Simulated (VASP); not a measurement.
# InP (I-4m2) in VASP: notebook, part 2 of 2

VASP 6.6.1. Earlier steps stand in the parts before.

### 4 Single point, PBEsol (in-plane strain +0.02)

The input, INCAR:

```
PREC = Accurate ; ENCUT = 520
EDIFF = 1E-6 ; ISMEAR = 0
SIGMA = 0.01 ; LREAL = False
LASPH = True ; NELM = 80
ALGO = Normal ; ISIF = 2
LWAVE = False ; LCHARG = False
GGA = PS ; NBANDS = 16
```

The input, KPOINTS:

```
Automatic mesh
0
Gamma
  8 8 8
```

The input, POSCAR:

```
InP
1.0
    2.9980678023      2.9980678023      0.0000000000
   -2.9980678023      2.9980678023      0.0000000000
    0.0000000000      2.9980678023      2.9040107732
In P
1 1
Direct
    0.0000000000      0.0000000000      0.0000000000
    0.7500000000      0.2500000000      0.5000000000
```

Potentials or basis: VASP PAW PBE potentials, release 64 (In_d, P).

Started as:

```console
$ cat potpaw_PBE.64/In_d/POTCAR potpaw_PBE.64/P/POTCAR > POTCAR
$ mpirun -np 1 vasp_std > vasp.out
```

OUTCAR:

```text
PREC = Accurate
   ENCUT = 520
   EDIFF = 1E-6
   ISMEAR = 0
   LREAL = False
   LASPH = True
   NELM = 80
   ISIF = 2
   GGA = PS

 ion  position               nearest neighbor table
   1  0.000  0.000  0.000-   2 2.57   2 2.57   2 2.57   2 2.57
   2  0.750  0.250  0.500-   1 2.57   1 2.57   1 2.57   1 2.57

  LATTYP: Found a body centered tetragonal cell.
 ALAT       =     4.2399081469
 C/A-ratio  =     1.3698460781

  Lattice vectors:

 A1 = (   2.9980678023,   0.0000000000,  -2.9040107732)
 A2 = (  -2.9980678023,   0.0000000000,  -2.9040107732)
 A3 = (   0.0000000000,   2.9980678023,   2.9040107732)

Analysis of symmetry for initial positions (statically):
=====================================================================
 Subroutine PRICEL returns:
 Original cell was already a primitive cell.

 Routine SETGRP: Setting up the symmetry group for a
 body centered tetragonal supercell.

 Subroutine GETGRP returns: Found  8 space group operations
 (whereof  8 operations were pure point group operations)
 out of a pool of 16 trial point group operations.

The static configuration has the point symmetry D_2d.

Analysis of symmetry for dynamics (positions and initial velocities):
=====================================================================
 Subroutine PRICEL returns:
 Original cell was already a primitive cell.

 Routine SETGRP: Setting up the symmetry group for a
 body centered tetragonal supercell.

 Subroutine GETGRP returns: Found  8 space group operations
 (whereof  8 operations were pure point group operations)
 out of a pool of 16 trial point group operations.

The dynamic configuration has the point symmetry D_2d.

 Subroutine INISYM returns: Found  8 space group operations
 (whereof  8 operations are pure point group operations),
 and found     1 'primitive' translations

----------------------------------------------------------------------------------------

                                     Primitive cell

  volume of cell :      52.2049

  direct lattice vectors                    reciprocal lattice vectors
     2.998067802  2.998067802  0.000000000     0.166774080  0.166774080 -0.172175670
    -2.998067802  2.998067802  0.000000000    -0.166774080  0.166774080 -0.172175670
     0.000000000  2.998067802  2.904010773     0.000000000  0.000000000  0.344351340

  length of vectors
     4.239908147  4.239908147  4.173929697     0.292013097  0.292013097  0.344351340

  position of ions in fractional coordinates (direct lattice)
     0.000000000  0.000000000  0.000000000
     0.750000000  0.250000000  0.500000000

  ion indices of the primitive-cell ions
   primitive index   ion index
                 1           1
                 2           2

----------------------------------------------------------------------------------------

 KPOINTS: Automatic mesh

Automatic generation of k-mesh.
 Grid dimensions read from file:
 generate k-points for:    8    8    8

 Generating k-lattice:

  Cartesian coordinates                     Fractional coordinates (reciprocal lattice)
     0.020846760  0.020846760 -0.021521959     0.125000000  0.000000000  0.000000000
    -0.020846760  0.020846760 -0.021521959     0.000000000  0.125000000  0.000000000
     0.000000000  0.000000000  0.043043917     0.000000000  0.000000000  0.125000000

  Length of vectors
     0.036501637  0.036501637  0.043043917

  Shift w.r.t. Gamma in fractional coordinates (k-lattice)
     0.000000000  0.000000000  0.000000000

 Subroutine IBZKPT returns following result:
 ===========================================

 Found     59 irreducible k-points:

 Following reciprocal coordinates:
            Coordinates               Weight
  0.000000  0.000000  0.000000      1.000000
  0.125000  0.000000  0.000000      8.000000
  0.250000  0.000000  0.000000      8.000000
  0.375000  0.000000  0.000000      8.000000
  0.500000  0.000000  0.000000      4.000000
  0.125000  0.125000  0.000000      8.000000
[... 16 lines left out ...]
  0.250000  0.000000  0.125000      4.000000
  0.375000  0.000000  0.125000      8.000000
 [... further k-points ...]
   k-points           NKPTS =     59   k-points in BZ     NKDIM =     59   number of bands    NBANDS=     16
   number of dos      NEDOS =    301   number of ions     NIONS =      2
   total plane-waves  NPLWV =  32768
   dimension x,y,z NGX =    32 NGY =   32 NGZ =   32
   dimension x,y,z NGXF=    64 NGYF=   64 NGZF=   64
   ions per type =               1   1
   NGX,Y,Z   is equivalent  to a cutoff of  12.55, 12.55, 12.75 a.u.
   NGXF,Y,Z  is equivalent  to a cutoff of  25.09, 25.09, 25.49 a.u.
 SYSTEM =  unknown system
   PREC   = accura    normal or accurate (medium, high low for compatibility)
   ISTART =      0    job   : 0-new  1-cont  2-samecut
   ICHARG =      2    charge: 1-file 2-atom 10-const
   ISPIN  =      1    spin polarized calculation?
   LNONCOLLINEAR =      F non collinear calculations
   LSORBIT =      F    spin-orbit coupling
   LASPH  =      T    aspherical Exc in radial PAW
   ENCUT  =  520.0 eV  38.22 Ry    6.18 a.u.   7.88  7.88  7.76*2*pi/ulx,y,z
   NELM   =     80;   NELMIN=  2; NELMDL= -5     # of ELM steps
   EDIFF  = 0.1E-05   stopping-criterion for ELM
   LREAL  =      F    real-space projection
[... 7 lines left out ...]
   TEBEG  =    0.0;   TEEND  =   0.0 temperature during run
   PSTRESS=    0.0 pullay stress
   NELECT =      18.0000    total number of electrons
   NUPDOWN=      -1.0000    fix difference up-down
   EMIN   =  10.00;   EMAX   =-10.00  energy-range for DOS
   EFERMI =   0.00;   METHOD = LEGACY
   ISMEAR =     0;   SIGMA  =   0.01  broadening in eV -4-tet -1-fermi 0-gaus
   EFERMI_NEDOS =   21; number of points for ismear=-14 and -15
   IALGO  =     38    algorithm
   IMIX   =      4    mixing-type and parameters
     AMIX     =   0.40;   BMIX     =  1.00
     AMIX_MAG =   1.60;   BMIX_MAG =  1.00
  volume/ion in A,a.u.               =      26.10       176.15
  Fermi-wavevector in a.u.,A,eV,Ry     =   1.147965  2.169339 17.930077  1.317824
  Thomas-Fermi vector in A             =   2.284642
   LORBIT       =      0    0 simple, 1 ext, 2 COOP (PROOUT), +10 PAW based schemes
   GGA     = PS    functional components
   LHFCALC =     F    Hartree Fock is set to
   AEXX    =    0.0000 exact exchange contribution
   IVDW    =     0    specifies the selected vdW correction
   LEPSILON=     F    determine dielectric tensor
   LRPA    =     F    only Hartree local field effects (RPA)
 non-spin polarized calculation
 Gauss-broadening in eV      SIGMA  =   0.01
  energy-cutoff  :      520.00
  volume of cell :       52.20
 maximum number of plane-waves:      1420
   NGX = 15   NGY = 15   NGZ = 15

 number of electron      18.0000006 magnetization

 Free energy of the ion-electron system (eV)
  ---------------------------------------------------
  ext. energy  EPLUGINS =         0.00000000
  ---------------------------------------------------
  free energy    TOTEN  =        -9.14263615 eV

  energy without entropy =       -9.14263615  energy(sigma->0) =       -9.14263615

 E-fermi :   4.9036     XC(G=0):  -9.3201

 val. band max:        4.7927373972   @ k =   0.0000   0.0000   0.0000
 cond. band min:       5.1137643732   @ k =   0.0000   0.0000   0.0000
 fundamental gap:      0.3210269760
 Fermi energy:         4.9036382242

 k-point     1 :       0.0000    0.0000    0.0000
  band No.  band energies     occupation
      1      -9.3838      2.00000
      2      -9.3838      2.00000
      3      -9.3710      2.00000
      4      -9.2453      2.00000
      5      -9.2411      2.00000
      6      -6.5997      2.00000
[... 8 lines left out ...]
     15      13.8288      0.00000
     16      14.2869      0.00000

 k-point     2 :       0.1250    0.0000    0.0000
  band No.  band energies     occupation
      1      -9.3969      2.00000
      2      -9.3770      2.00000
      3      -9.3678      2.00000
      4      -9.2456      2.00000
      5      -9.2405      2.00000
      6      -6.4299      2.00000
[... 8 lines left out ...]
     15      13.4850      0.00000
     16      13.7653      0.00000
[... 387 lines left out ...]
      5      -9.2417      2.00000
      6      -6.1655      2.00000
[... 8 lines left out ...]
     15      13.3758      0.00000
     16      14.7344      0.00000

 k-point    24 :       0.3750    0.0000    0.1250
  band No.  band energies     occupation
      1      -9.4558      2.00000
      2      -9.3536      2.00000
      3      -9.3428      2.00000
      4      -9.2410      2.00000
      5      -9.2395      2.00000
      6      -5.6311      2.00000
[... 8 lines left out ...]
     15      14.0603      0.00000
     16      15.0306      0.00000

 [... further k-points ...]
[... 5 lines left out ...]
  --------------------------------------------------------------------------------------
  -------------------------------------------------------------------------------------
  Total       -0.7178682     -0.7178682     -0.3004474      0.0000000      0.0000000     -0.0000000
  in kB      -22.0315053    -22.0315053     -9.2207860      0.0000000      0.0000000     -0.0000000
  external PRESSURE =     -17.7612656 kB  Pullay stress =       0.0000000 kB

 VOLUME and BASIS-vectors are now :
 -----------------------------------------------------------------------------
  energy-cutoff  :      520.00
  volume of cell :       52.20
      direct lattice vectors                 reciprocal lattice vectors
     2.998067802  2.998067802  0.000000000     0.166774080  0.166774080 -0.172175670
    -2.998067802  2.998067802  0.000000000    -0.166774080  0.166774080 -0.172175670
     0.000000000  2.998067802  2.904010773     0.000000000  0.000000000  0.344351340

 POSITION                                       TOTAL-FORCE (eV/Angst)
 -----------------------------------------------------------------------------------
      0.00000      0.00000      0.00000        -0.000000     -0.000000      0.000000
      1.49903      4.49710      1.45201         0.000000      0.000000      0.000000
 -----------------------------------------------------------------------------------
    total drift:                                0.000000     -0.000000      0.000000

  FREE ENERGIE OF THE ION-ELECTRON SYSTEM (eV)
  ---------------------------------------------------
  free  energy   TOTEN  =        -9.1426361488 eV

  energy  without entropy=       -9.1426361488  energy(sigma->0) =       -9.14263615
```

OSZICAR:

```text
N       E                     dE             d eps       ncg     rms          rms(c)
DAV:   1     0.113204130734E+03    0.11320E+03   -0.83505E+03  1920   0.124E+03
DAV:   2    -0.176376231084E+01   -0.11497E+03   -0.11000E+03  2144   0.302E+02
DAV:   3    -0.932154840905E+01   -0.75578E+01   -0.75201E+01  2448   0.760E+01
DAV:   4    -0.952282219825E+01   -0.20127E+00   -0.20121E+00  2440   0.134E+01
DAV:   5    -0.953266786810E+01   -0.98457E-02   -0.98455E-02  2856   0.254E+00    0.516E+00
DAV:   6    -0.917607471820E+01    0.35659E+00   -0.56707E-01  3032   0.129E+01    0.301E+00
DAV:   7    -0.914493760783E+01    0.31137E-01   -0.12662E-01  2744   0.308E+00    0.108E+00
DAV:   8    -0.914231981311E+01    0.26178E-02   -0.12977E-02  2376   0.129E+00    0.272E-01
DAV:   9    -0.914254581432E+01   -0.22600E-03   -0.10830E-03  2504   0.366E-01    0.134E-01
DAV:  10    -0.914260721336E+01   -0.61399E-04   -0.15022E-04  2856   0.132E-01    0.868E-02
DAV:  11    -0.914263687169E+01   -0.29658E-04   -0.40211E-05  2320   0.661E-02    0.276E-02
DAV:  12    -0.914263614878E+01    0.72291E-06   -0.44274E-06  2328   0.237E-02
   1 F= -.91426361E+01 E0= -.91426361E+01  d E =-.424918E-58
```

stdout:

```text
POSCAR found type information on POSCAR InP
 POSCAR found :  2 types and       2 ions
 scaLAPACK will be used
 -----------------------------------------------------------------------------
|                                                                             |
|                                                                             |
|     You enforced a specific xc type in the INCAR file but a different       |
|     I HOPE YOU KNOW WHAT YOU ARE DOING!                                     |
|                                                                             |
 -----------------------------------------------------------------------------

 LDA part: xc-table for (Slater+PW92), standard interpolation
 POSCAR, INCAR and KPOINTS ok, starting setup
 FFT: planning ... GRIDC
 FFT: planning ... GRID_SOFT
 FFT: planning ... GRID
 WAVECAR not read
 entering main loop
```

It took 51 s on 1 thread of Intel Xeon 8259CL, shared host; peak memory 0.2 GiB.

Results:

| Property | Result |
| --- | --- |
| Free energy | -9.1426 eV |
| Pressure | -1.8 GPa |
| Band gap on the k mesh | 0.32 eV, direct |

Levels at points of the mesh, in eV from the valence-band top:
| k point | band 5 | band 6 | band 7 | band 8 | band 9 | band 10 | band 11 | band 12 | band 13 | band 14 |
| --- | --- | --- | --- | --- | --- | --- | --- | --- | --- | --- |
| (0.00, 0.00, 0.00) | -14.03 | -11.39 | -0.14 | -0.14 | 0.00 | 0.32 | 3.90 | 3.95 | 3.95 | 8.09 |
| (0.50, 0.00, 0.00) | -14.02 | -9.76 | -5.70 | -1.12 | -0.93 | 1.21 | 4.53 | 4.76 | 6.79 | 9.04 |
| (0.50, 0.50, 0.00) | -14.01 | -9.17 | -5.81 | -2.27 | -2.25 | 1.66 | 2.17 | 8.67 | 9.06 | 9.25 |
| (0.00, 0.00, 0.50) | -14.00 | -9.07 | -5.62 | -2.44 | -2.44 | 1.50 | 1.89 | 8.97 | 9.18 | 9.18 |

Caveat: the cell differs from its parent crystal (in-plane strain +0.02); the PAW data sets were made with another functional, which shifts forces and pressure a little; spin-orbit coupling is left out, which moves the levels of the heavy elements.

### 5 Overview

```csv
spin,cell,smearing,gap on the mesh (eV),pressure (GPa)
"non-collinear, zero start, SOC","a = 4.240, b = 4.240, c = 4.152 Å, angles 59.3, 59.3, 90.0°, 2 atoms",fermi-dirac 0.01 eV,-,-1.2
off,"a = 4.240, b = 4.240, c = 4.152 Å, angles 59.3, 59.3, 90.0°, 2 atoms",gaussian 0.01 eV,0.35,-1.2
off,"a = 4.240, b = 4.240, c = 4.174 Å, angles 59.5, 59.5, 90.0°, 2 atoms",gaussian 0.01 eV,0.32,-1.8
```

Alike in all rows: task single point; level PBEsol; potentials or basis VASP PAW PBE potentials, release 64 (In_d, P); k mesh 8 × 8 × 8; cutoff (eV) 520.

Caveats: the PAW data sets were made with another functional, which shifts forces and pressure a little; spin-orbit coupling is left out, which moves the levels of the heavy elements (some runs).

Total energies depend on the potentials used, so only differences within one code and one set of settings carry meaning.
